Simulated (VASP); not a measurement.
Set up this calculation in VASP 6.6.1, as the native input.

| Item | Value |
| --- | --- |
| Task | single point |
| Functional | PBE |
| Potentials or basis | VASP PAW PBE potentials, release 64 (Hf_pv, Cl) |
| Cutoff | 520 eV |
| k mesh | 4 × 4 × 4 |
| Occupations | gaussian, width 0.1 eV |
| Spin | no spin polarisation |
| Dipole correction | no |
| Further INCAR settings | ALGO = Normal; EDIFF = 1e-06; NBANDS = 32 |

The structure of Hf4Cl lies in POSCAR:

```
Hf4Cl
1.0
   -2.9503595500      2.9503595500      2.9503595500
    2.9503595500     -2.9503595500      2.9503595500
    2.9503595500      2.9503595500     -2.9503595500
Hf Cl
4 1
Direct
    0.0000000000      0.0000000000      0.5000000000
    0.5000000000      0.0000000000      0.0000000000
    0.5000000000      0.5000000000      0.5000000000
    0.0000000000      0.5000000000      0.0000000000
    0.0000000000      0.0000000000      0.0000000000
```

The input as run:

INCAR

```
PREC = Accurate
ENCUT = 520
EDIFF = 1E-6
ISMEAR = 0
SIGMA = 0.1
LREAL = F
LASPH = T
NELM = 100
ALGO = Normal
ISIF = 2
LWAVE = F
LCHARG = F
GGA = PE
NBANDS = 32
```

KPOINTS

```
Automatic mesh
0
Gamma
  4 4 4
```

Potentials or basis: VASP PAW PBE potentials, release 64 (Hf_pv, Cl).

The run is started by

```sh
$ cat potpaw_PBE.64/Hf_pv/POTCAR potpaw_PBE.64/Cl/POTCAR > POTCAR
$ mpirun -np 1 vasp_std > vasp.out
```

It gave:

```yaml
Pressure: 8.5 GPa
```

Caveat: the k points lie up to 0.38 Å⁻¹ apart; an odd number of electrons without spin polarisation forces a metal; a magnetic or distorted state may lie lower.

Wall time 75 s on 1 thread of AMD EPYC 7R13, with other jobs on the host, peak memory 0.21 GiB.
